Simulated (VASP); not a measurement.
**Cd2O: relaxation of cell and atoms with PBE**

Crystal: Cd2O.

```xyz
6
Lattice="3.3863 0.0000 0.0000 -1.6931 2.9326 0.0000 0.0000 0.0000 10.1546" Properties=species:S:1:pos:R:3 pbc="T T T"
Cd    0.0000    0.0000    0.0000
Cd    0.0000    1.9551    7.3742
Cd    1.6931    0.9775    2.7804
Cd    0.0000    0.0000    5.0773
O     0.0000    1.9551    1.3751
O     1.6931    0.9775    8.7796
```

```yaml
Program: VASP 6.6.1
Task: relaxation of cell and atoms
Functional: PBE
Potentials_or_basis: VASP PAW PBE potentials, release 64 (Cd, O)
Cutoff: 600 eV
k_mesh: 12 × 12 × 4
Occupations: gaussian, width 0.1 eV
Spin: no spin polarisation
Dipole_correction: no
Further_INCAR_settings: ALGO = Normal; EDIFF = 1e-07; IBRION = 2; EDIFFG = -0.01; NSW = 100; ISIF = 3
```

- Relaxed volume: 16.95 Å³/atom
- Relaxed cell: a = 3.382 Å, b = 3.382 Å, c = 10.263 Å, α = 90.00°, β = 90.00°, γ = 120.00°
- Space group after relaxing (to 0.1 Å): P-3m1 (No. 164)
- Energy gained by relaxing: 0.7 meV/atom
- Ionic steps: 7
- Pressure after relaxing: 0.0 GPa
- Largest force after relaxing: 0.008 eV/Å
- Band gap on the k mesh: zero (bands 30 and 31 overlap by 1.41 eV)

Forces on the atoms (eV/Å):
```
Cd   0.000  0.000  0.000
Cd   0.000  0.000  0.008
Cd   0.000  0.000 -0.008
Cd   0.000  0.000  0.000
O    0.000  0.000 -0.001
O    0.000  0.000  0.001
```

Stress tensor (GPa, compression positive):
```
 0.03  0.00  0.00
 0.00  0.03  0.00
 0.00  0.00 -0.05
```

The path:
```csv
step,energy change (eV),largest force (eV/Å),pressure (GPa),volume (Å³)
1,0.0000,0.0578,0.64,100.84
2,-0.0026,0.0794,-0.21,101.82
3,-0.0026,0.0787,-0.18,101.78
4,-0.0036,0.0458,-0.10,101.73
5,-0.0040,0.0409,0.01,101.67
6,-0.0042,0.0225,0.00,101.67
7,-0.0043,0.0082,0.01,101.67
```

Final structure:
```xyz
6
Lattice="3.3822 0.0000 0.0000 -1.6911 2.9291 0.0000 0.0000 0.0000 10.2628" Properties=species:S:1:pos:R:3 pbc="T T T"
Cd    1.6911    2.9291    0.0000
Cd    0.0000    1.9527    7.4675
Cd    1.6911    0.9764    2.7953
Cd    1.6911    2.9291    5.1314
O     0.0000    1.9527    1.3857
O     1.6911    0.9764    8.8771
```

Levels at points of the mesh, in eV from the Fermi level:
| k point | band 27 | band 28 | band 29 | band 30 | band 31 | band 32 | band 33 | band 34 |
| --- | --- | --- | --- | --- | --- | --- | --- | --- |
| (0.00, 0.00, 0.00) | -2.29 | -2.00 | -1.72 | -1.72 | -1.29 | 2.19 | 3.62 | 8.78 |
| (0.50, 0.00, 0.00) | -2.92 | -1.96 | -1.76 | -1.33 | 0.55 | 1.27 | 3.59 | 4.25 |
| (0.00, 0.00, 0.50) | -2.28 | -2.28 | -1.73 | -1.73 | 0.47 | 0.61 | 5.11 | 6.19 |
| (0.50, 0.00, 0.50) | -2.88 | -1.98 | -1.82 | -1.63 | 1.02 | 1.41 | 2.96 | 4.02 |

Run time: 11 min on 1 thread of AMD EPYC 9R45 96-Core Processor (Zen 5) (shared host), peak memory 0.38 GiB.
